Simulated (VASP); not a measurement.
# Na3Hg (I4/mmm) in VASP: single point with LDA

Aim: the single point of Na3Hg with LDA.

Everything below comes from runs of VASP 6.6.1. Logs are shortened: lines on timing, memory, paths and dates and some standing lists are left out, and cuts for length are marked.

### Step 1. The cell of the first run

It takes space group I4/mmm (No. 139, tetragonal). Conventional cell: a = 4.802 Å, b = 4.802 Å, c = 8.738 Å, α = 90.00°, β = 90.00°, γ = 90.00°. Na (site symmetry -4m2) has 10 Na at 3.25 to 4.37 Å and 4 Hg at 3.25 Å within 4.4 Å. Na (site symmetry 4/mmm) has 8 Na at 3.25 Å and 6 Hg at 3.40 to 4.37 Å within 4.4 Å. Within 4.4 Å of Hg (site symmetry 4/mmm) lie 14 Na at 3.25 to 4.37 Å.

### Step 2. Single point, LDA

INCAR

```
SYSTEM = Na3Hg
  PREC = Accurate
  ENCUT = 520
  EDIFF = 1E-6
  ISMEAR = 0
  SIGMA = 0.1
  LREAL = .FALSE.
  LASPH = .TRUE.
  NELM = 60
  ALGO = Fast
  ISIF = 2
  LWAVE = .FALSE.
  LCHARG = .FALSE.
  NBANDS = 24
```

KPOINTS

```
regular mesh
0
G
  12 12 12
  0 0 0
```

POSCAR

```
Na3Hg
1.0
   -2.4009332981      2.4009332981      4.3691095123
    2.4009332981     -2.4009332981      4.3691095123
    2.4009332981      2.4009332981     -4.3691095123
Na Hg
3 1
Direct
    0.7500000000      0.2500000000      0.5000000000
    0.2500000000      0.7500000000      0.5000000000
    0.5000000000      0.5000000000      0.0000000000
    0.0000000000      0.0000000000      0.0000000000
```

Potentials or basis: VASP PAW LDA potentials, release 64 (Na_pv, Hg).

On the command line:

```
$ cat potpaw_LDA.64/Na_pv/POTCAR potpaw_LDA.64/Hg/POTCAR > POTCAR
$ mpirun -np 1 vasp_std > vasp.out
```

OUTCAR:

```text
SYSTEM = Na3Hg
   PREC = Accurate
   ENCUT = 520
   EDIFF = 1E-6
   ISMEAR = 0
   LREAL = .FALSE.
   LASPH = .TRUE.
   NELM = 60
   ISIF = 2

 ion  position               nearest neighbor table
   1  0.750  0.250  0.500-   4 3.25   4 3.25   4 3.25   4 3.25
   2  0.250  0.750  0.500-   4 3.25   4 3.25   4 3.25   4 3.25
   3  0.500  0.500  0.000-
   4  0.000  0.000  0.000-   1 3.25   2 3.25   1 3.25   2 3.25   1 3.25   2 3.25   1 3.25   2 3.25

  LATTYP: Found a body centered tetragonal cell.
 ALAT       =     4.8018665962
 C/A-ratio  =     1.8197546411

  Lattice vectors:

 A1 = (  -2.4009332981,   2.4009332981,   4.3691095123)
 A2 = (   2.4009332981,  -2.4009332981,   4.3691095123)
 A3 = (   2.4009332981,   2.4009332981,  -4.3691095123)

Analysis of symmetry for initial positions (statically):
=====================================================================
 Subroutine PRICEL returns:
 Original cell was already a primitive cell.

 Routine SETGRP: Setting up the symmetry group for a
 body centered tetragonal supercell.

 Subroutine GETGRP returns: Found 16 space group operations
 (whereof 16 operations were pure point group operations)
 out of a pool of 16 trial point group operations.

The static configuration has the point symmetry D_4h.

Analysis of symmetry for dynamics (positions and initial velocities):
=====================================================================
 Subroutine PRICEL returns:
 Original cell was already a primitive cell.

 Routine SETGRP: Setting up the symmetry group for a
 body centered tetragonal supercell.

 Subroutine GETGRP returns: Found 16 space group operations
 (whereof 16 operations were pure point group operations)
 out of a pool of 16 trial point group operations.

The dynamic configuration has the point symmetry D_4h.

 Subroutine INISYM returns: Found 16 space group operations
 (whereof 16 operations are pure point group operations),
 and found     1 'primitive' translations

----------------------------------------------------------------------------------------

                                     Primitive cell

  volume of cell :     100.7426

  direct lattice vectors                    reciprocal lattice vectors
    -2.400933298  2.400933298  4.369109512     0.000000000  0.208252349  0.114439796
     2.400933298 -2.400933298  4.369109512     0.208252349  0.000000000  0.114439796
     2.400933298  2.400933298 -4.369109512     0.208252349  0.208252349  0.000000000

  length of vectors
     5.533360582  5.533360582  5.533360582     0.237624721  0.237624721  0.294513297

  position of ions in fractional coordinates (direct lattice)
     0.750000000  0.250000000  0.500000000
     0.250000000  0.750000000  0.500000000
     0.500000000  0.500000000  0.000000000
     0.000000000  0.000000000  0.000000000

  ion indices of the primitive-cell ions
   primitive index   ion index
                 1           1
                 2           2
                 3           3
                 4           4

----------------------------------------------------------------------------------------

 KPOINTS: regular mesh

Automatic generation of k-mesh.
 Grid dimensions read from file:
 generate k-points for:   12   12   12

 Generating k-lattice:

  Cartesian coordinates                     Fractional coordinates (reciprocal lattice)
     0.000000000  0.017354362  0.009536650     0.083333333 -0.000000000  0.000000000
     0.017354362  0.000000000  0.009536650    -0.000000000  0.083333333  0.000000000
     0.017354362  0.017354362  0.000000000     0.000000000  0.000000000  0.083333333

  Length of vectors
     0.019802060  0.019802060  0.024542775

  Shift w.r.t. Gamma in fractional coordinates (k-lattice)
     0.000000000  0.000000000  0.000000000

 Subroutine IBZKPT returns following result:
 ===========================================

 Found    163 irreducible k-points:

 Following reciprocal coordinates:
            Coordinates               Weight
  0.000000  0.000000  0.000000      1.000000
  0.083333  0.000000 -0.000000      8.000000
  0.166667 -0.000000  0.000000      8.000000
  0.250000 -0.000000  0.000000      8.000000
  0.333333 -0.000000  0.000000      8.000000
  0.416667  0.000000  0.000000      8.000000
[... 16 lines left out ...]
  0.500000  0.166667  0.000000     16.000000
 -0.416667  0.166667 -0.000000     16.000000
 [... further k-points ...]
   k-points           NKPTS =    163   k-points in BZ     NKDIM =    163   number of bands    NBANDS=     24
   number of dos      NEDOS =    301   number of ions     NIONS =      4
   total plane-waves  NPLWV =  74088
   dimension x,y,z NGX =    42 NGY =   42 NGZ =   42
   dimension x,y,z NGXF=    84 NGYF=   84 NGZF=   84
   ions per type =               3   1
   NGX,Y,Z   is equivalent  to a cutoff of  12.62, 12.62, 12.62 a.u.
   NGXF,Y,Z  is equivalent  to a cutoff of  25.24, 25.24, 25.24 a.u.
 SYSTEM =  Na3Hg
   PREC   = accura    normal or accurate (medium, high low for compatibility)
   ISTART =      0    job   : 0-new  1-cont  2-samecut
   ICHARG =      2    charge: 1-file 2-atom 10-const
   ISPIN  =      1    spin polarized calculation?
   LNONCOLLINEAR =      F non collinear calculations
   LSORBIT =      F    spin-orbit coupling
   LASPH  =      T    aspherical Exc in radial PAW
   ENCUT  =  520.0 eV  38.22 Ry    6.18 a.u.  10.29 10.29 10.29*2*pi/ulx,y,z
   NELM   =     60;   NELMIN=  2; NELMDL= -5     # of ELM steps
   EDIFF  = 0.1E-05   stopping-criterion for ELM
   LREAL  =      F    real-space projection
   EDIFFG = 0.1E-04   stopping-criterion for IOM
   NSW    =      0    number of steps for IOM
   IBRION =     -1    ionic relax: 0-MD 1-quasi-New 2-CG
   NFREE  =      0    steps in history (QN), initial steepest desc. (CG)
   ISIF   =      2    stress and relaxation
   ISYM   =      2    0-nonsym 1-usesym 2-fastsym
   POTIM  = 0.5000    time-step for ionic-motion
   TEBEG  =    0.0;   TEEND  =   0.0 temperature during run
   PSTRESS=    0.0 pullay stress
   NELECT =      33.0000    total number of electrons
   NUPDOWN=      -1.0000    fix difference up-down
   EMIN   =  10.00;   EMAX   =-10.00  energy-range for DOS
   EFERMI =   0.00;   METHOD = LEGACY
   ISMEAR =     0;   SIGMA  =   0.10  broadening in eV -4-tet -1-fermi 0-gaus
   EFERMI_NEDOS =   21; number of points for ismear=-14 and -15
   IALGO  =     68    algorithm
   IMIX   =      4    mixing-type and parameters
     AMIX     =   0.40;   BMIX     =  1.00
     AMIX_MAG =   1.60;   BMIX_MAG =  1.00
  volume/ion in A,a.u.               =      25.19       169.96
  Fermi-wavevector in a.u.,A,eV,Ry     =   1.128518  2.132590 17.327735  1.273553
  Thomas-Fermi vector in A             =   2.265208
   LORBIT       =      0    0 simple, 1 ext, 2 COOP (PROOUT), +10 PAW based schemes
   GGA     = CA    functional components
   LHFCALC =     F    Hartree Fock is set to
   AEXX    =    0.0000 exact exchange contribution
   IVDW    =     0    specifies the selected vdW correction
   LEPSILON=     F    determine dielectric tensor
   LRPA    =     F    only Hartree local field effects (RPA)
 non-spin polarized calculation
 RMM-DIIS sequential band-by-band and
 Gauss-broadening in eV      SIGMA  =   0.10
  energy-cutoff  :      520.00
  volume of cell :      100.74
 maximum number of plane-waves:      2744
 NGX is ok and might be reduce to    42
   NGX = 21   NGY = 21   NGZ = 21

 number of electron      32.9999990 magnetization

 Free energy of the ion-electron system (eV)
  ---------------------------------------------------
  ext. energy  EPLUGINS =         0.00000000
  ---------------------------------------------------
  free energy    TOTEN  =        -5.96611662 eV

  energy without entropy =       -5.95866668  energy(sigma->0) =       -5.96239165

 E-fermi :   1.5685     XC(G=0):  -8.6376

 val. band max:        1.5638688742   @ k =   0.3333   0.2500   0.1667
 cond. band min:       1.5780374489   @ k =  -0.4167   0.4167   0.0000
 fundamental gap:      0.0141685747
 Fermi energy:         1.5685480771

 k-point     1 :       0.0000    0.0000    0.0000
  band No.  band energies     occupation
      1     -23.2355      2.00000
      2     -23.1873      2.00000
      3     -23.1873      2.00000
      4     -23.0399      2.00000
      5     -23.0399      2.00000
      6     -22.9963      2.00000
[... 16 lines left out ...]
     23       6.3252      0.00000
     24       6.6866      0.00000

 k-point     2 :       0.0833    0.0000   -0.0000
  band No.  band energies     occupation
      1     -23.2354      2.00000
      2     -23.1876      2.00000
      3     -23.1875      2.00000
      4     -23.0390      2.00000
      5     -23.0388      2.00000
      6     -22.9963      2.00000
[... 16 lines left out ...]
     23       6.5088      0.00000
     24       6.9738      0.00000

 k-point     3 :       0.1667   -0.0000    0.0000
  band No.  band energies     occupation
      1     -23.2352      2.00000
      2     -23.1885      2.00000
      3     -23.1879      2.00000
      4     -23.0363      2.00000
      5     -23.0358      2.00000
      6     -22.9974      2.00000
[... 16 lines left out ...]
     23       6.9279      0.00000
     24       7.6360      0.00000

 k-point     4 :       0.2500   -0.0000    0.0000
  band No.  band energies     occupation
      1     -23.2348      2.00000
      2     -23.1896      2.00000
      3     -23.1884      2.00000
      4     -23.0322      2.00000
      5     -23.0313      2.00000
      6     -23.0010      2.00000
[... 16 lines left out ...]
     23       7.2701      0.00000
     24       7.3082      0.00000

 k-point     5 :       0.3333   -0.0000    0.0000
  band No.  band energies     occupation
      1     -23.2344      2.00000
      2     -23.1907      2.00000
      3     -23.1889      2.00000
      4     -23.0269      2.00000
      5     -23.0262      2.00000
      6     -23.0058      2.00000
[... 16 lines left out ...]
     23       7.4244      0.00000
     24       7.8206      0.00000

 k-point     6 :       0.4167    0.0000    0.0000
  band No.  band energies     occupation
      1     -23.2341      2.00000
      2     -23.1915      2.00000
      3     -23.1893      2.00000
      4     -23.0212      2.00000
      5     -23.0210      2.00000
      6     -23.0106      2.00000
[... 16 lines left out ...]
     23       7.9634      0.00000
     24       8.6563      0.00000
[... 379 lines left out ...]
 k-point    21 :       0.3333    0.1667    0.0000
  band No.  band energies     occupation
      1     -23.2342      2.00000
      2     -23.1912      2.00000
      3     -23.1900      2.00000
      4     -23.0361      2.00000
      5     -23.0179      2.00000
      6     -23.0130      2.00000
[... 16 lines left out ...]
     23       8.4950      0.00000
     24       9.0673      0.00000

 k-point    22 :       0.4167    0.1667    0.0000
  band No.  band energies     occupation
      1     -23.2344      2.00000
      2     -23.1919      2.00000
      3     -23.1898      2.00000
      4     -23.0337      2.00000
      5     -23.0228      2.00000
      6     -23.0070      2.00000
[... 16 lines left out ...]
     23       7.7992      0.00000
     24       8.6727      0.00000

 k-point    23 :       0.5000    0.1667    0.0000
  band No.  band energies     occupation
      1     -23.2348      2.00000
      2     -23.1922      2.00000
      3     -23.1893      2.00000
      4     -23.0306      2.00000
      5     -23.0270      2.00000
      6     -23.0022      2.00000
[... 16 lines left out ...]
     23       8.1313      0.00000
     24       8.5366      0.00000

 k-point    24 :      -0.4167    0.1667   -0.0000
  band No.  band energies     occupation
      1     -23.2353      2.00000
      2     -23.1921      2.00000
      3     -23.1886      2.00000
      4     -23.0322      2.00000
      5     -23.0248      2.00000
      6     -23.0078      2.00000
[... 16 lines left out ...]
     23       7.8623      0.00000
     24       8.8629      0.00000

 [... further k-points ...]

------------------------ aborting loop because EDIFF is reached ----------------------------------------

  FORCE on cell =-STRESS in cart. coord.  units (eV):
  Direction    XX          YY          ZZ          XY          YZ          ZX
  --------------------------------------------------------------------------------------
  -------------------------------------------------------------------------------------
  Total        0.0101338      0.0101338     -0.0019792      0.0000000      0.0000000      0.0000000
  in kB        0.1611654      0.1611654     -0.0314766      0.0000000      0.0000000      0.0000000
  external PRESSURE =       0.0969514 kB  Pullay stress =       0.0000000 kB

 VOLUME and BASIS-vectors are now :
 -----------------------------------------------------------------------------
  energy-cutoff  :      520.00
  volume of cell :      100.74
      direct lattice vectors                 reciprocal lattice vectors
    -2.400933298  2.400933298  4.369109512     0.000000000  0.208252349  0.114439796
     2.400933298 -2.400933298  4.369109512     0.208252349  0.000000000  0.114439796
     2.400933298  2.400933298 -4.369109512     0.208252349  0.208252349  0.000000000

 POSITION                                       TOTAL-FORCE (eV/Angst)
 -----------------------------------------------------------------------------------
      0.00000      2.40093      2.18455        -0.000000     -0.000000      0.000000
      2.40093      0.00000      2.18455         0.000000      0.000000      0.000000
      0.00000      0.00000      4.36911        -0.000000     -0.000000     -0.000000
      0.00000      0.00000      0.00000        -0.000000     -0.000000     -0.000000
 -----------------------------------------------------------------------------------
    total drift:                               -0.000000     -0.000000      0.000000

  FREE ENERGIE OF THE ION-ELECTRON SYSTEM (eV)
  ---------------------------------------------------
  free  energy   TOTEN  =        -5.9661166188 eV

  energy  without entropy=       -5.9586666798  energy(sigma->0) =       -5.96239165
```

Run time: 6.8 min. Hardware: 1 thread of AMD EPYC 7R13 (Zen 3), shared host; peak memory 0.42 GiB.

What came out:

- Free energy: -5.9661 eV
- Pressure: 0.0 GPa
- Band gap on the k mesh: zero (an odd number of electrons rules out a gap without spin polarisation)

Caveat: spin-orbit coupling is left out, which moves the levels of the heavy elements.
